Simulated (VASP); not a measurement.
Runs of VASP 6.6.1 on S. The structure is that of space group Pm-3m (No. 221), or close to it. The cells are those of the table. 

```csv
task,cell,k mesh for the DOS,occupations for the DOS,gap on the mesh (eV),pressure (GPa)
single point,"a = 2.178 Å, 1 atom",-,-,none,91.9
single point,"a = 2.292 Å, 1 atom",-,-,none,(a)
single point,"a = 1.902 Å, 1 atom",-,-,none,329.8
single point,"a = 2.049 Å, 1 atom",-,-,none,(b)
single point,"a = 2.582 Å, 1 atom",-,-,none,-0.1
```

Alike in all rows: level PBE; potentials or basis VASP PAW PBE potentials, release 64 (S); no spin polarisation; k mesh 14 × 14 × 14; cutoff (eV) 520; smearing fermi-dirac 0.1 eV.

Problem. Fill in the values left out.

Solution. (a) 56.7; (b) 155.2.

A gap of «none» marks levels without a gap at the run's occupations.
